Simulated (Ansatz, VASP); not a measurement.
# Two plane-wave programs on Pt

INCAR

```
AGGAC = 1.0
AGGAX = 1.0
ALDAC = 0.0
ALDAX = 1.0
ALGO = Normal
EDIFF = 1E-6
ENCUT = 520
GGA = B5
ISIF = 2
ISMEAR = -1
LASPH = T
LCHARG = F
LREAL = F
LWAVE = F
NBANDS = 11
NELM = 60
PREC = Accurate
SIGMA = 0.1
```

File KPOINTS:

```
k-points
0
Gamma
  22 22 22
```

Contents of POSCAR:

```
Pt
1.0
    0.0000000000      2.0793379321      2.0793379321
    2.0793379321      0.0000000000      2.0793379321
    2.0793379321      2.0793379321      0.0000000000
Pt
1
Direct
    0.0000000000      0.0000000000      0.0000000000
```

Input for Ansatz:

```yaml
crystal:
  lattice:
    - [0.0, 2.0793379321, 2.0793379321]
    - [2.0793379321, 0.0, 2.0793379321]
    - [2.0793379321, 2.0793379321, 0.0]
  atoms:
    - { symbol: Pt, position: [0.0, 0.0, 0.0] }
hamiltonian:
  xc: blyp
  pseudopotentials:
    kind: paw
    azcp:
      Pt: "pseudopotentials/Pt.paw.azcp"
basis:
  ecutwfc: 420
  fft_grid_basis: typed
kpoints:
  mp_grid: { grid: [22, 22, 22], shift: [0, 0, 0] }
magnetization:
  spin_polarized: false
scf:
  occupations: { method: fermi_dirac, width: 0.1 }
output:
  stress: true
```

Alike in both runs: task single point; functional BLYP; k mesh 22 × 22 × 22; occupations fermi-dirac, width 0.1 eV; no spin polarisation.

|  | VASP | Ansatz |
| --- | --- | --- |
| version | VASP 6.6.1 | Ansatz 0.2.0 |
| potentials or method | VASP PAW PBE potentials, release 64 (Pt), cutoff 520 eV | plane waves (420 eV) with PAW, scalar-relativistic |
| valence electrons in the cell | 10 | 18 |

Ansatz gave:

- pressure (GPa): -12.2

Question: Which values does VASP return?

Answer: Pressure (GPa): -11.5.

VASP's potentials were made for PBE, not for BLYP. The functional is the same, so the differences come from potentials, cutoffs and numerics. VASP's potentials hold 10 valence electrons a cell and Ansatz's 18, so a difference there can come from the potentials and not from the codes.

Spin-orbit coupling is off throughout.
